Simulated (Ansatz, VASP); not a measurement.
## Two plane-wave programs on ZnAu

File INCAR:

```
SYSTEM = ZnAu
  ALGO = Normal
  EDIFF = 1E-7
  ENCUT = 520
  GGA = PE
  GGA_COMPAT = .FALSE.
  ISIF = 2
  ISMEAR = 0
  LASPH = .TRUE.
  LCHARG = .FALSE.
  LMAXMIX = 4
  LORBIT = 11
  LORBMOM = .TRUE.
  LREAL = .FALSE.
  LSORBIT = .TRUE.
  LWAVE = .FALSE.
  MAGMOM = 0 0 0 0 0 0
  NBANDS = 35
  NELM = 150
  PREC = Accurate
  SIGMA = 0.15
```

KPOINTS

```
k-points
0
G
  10 10 10
  0 0 0
```

POSCAR

```
ZnAu
1.0
    3.1793056056      0.0000000000      0.0000000000
    0.0000000000      3.1793056056      0.0000000000
    0.0000000000      0.0000000000      3.1793056056
Zn Au
1 1
Direct
    0.5000000000      0.5000000000      0.5000000000
    0.0000000000      0.0000000000      0.0000000000
```

Input for Ansatz:

```yaml
crystal:
  lattice:
    - [3.1793056056, 0.0, 0.0]
    - [0.0, 3.1793056056, 0.0]
    - [0.0, 0.0, 3.1793056056]
  atoms:
    - { symbol: Zn, position: [0.5, 0.5, 0.5] }
    - { symbol: Au, position: [0.0, 0.0, 0.0] }
basis:
  ecutwfc: 420
  ecutrho_ratio: 4
kpoints:
  mp_grid: { grid: [10, 10, 10] }
hamiltonian:
  xc: pbe
scf:
  occupations: { method: gaussian, width: 0.15 }
output:
  forces: true
  stress: true
magnetization:
  noncollinear: true
  spin_orbit: true
```

Alike in both runs: task single point; functional PBE; k mesh 10 × 10 × 10; occupations gaussian, width 0.15 eV; non-collinear spin, spin-orbit coupling.

|  | VASP | Ansatz |
| --- | --- | --- |
| version | VASP 6.6.1 | Ansatz 0.2.0 |
| potentials or method | VASP PAW PBE potentials, release 64 (Zn, Au), cutoff 520 eV | plane waves, PAW |
| valence electrons in the cell | 23 | 31 |

|  | VASP | Ansatz | Ansatz less VASP |
| --- | --- | --- | --- |
| pressure (GPa) | 0.3 | 0.0 | -0.26 |

VASP's potentials hold 23 valence electrons a cell and Ansatz's 31, so a difference there can come from the potentials and not from the codes.
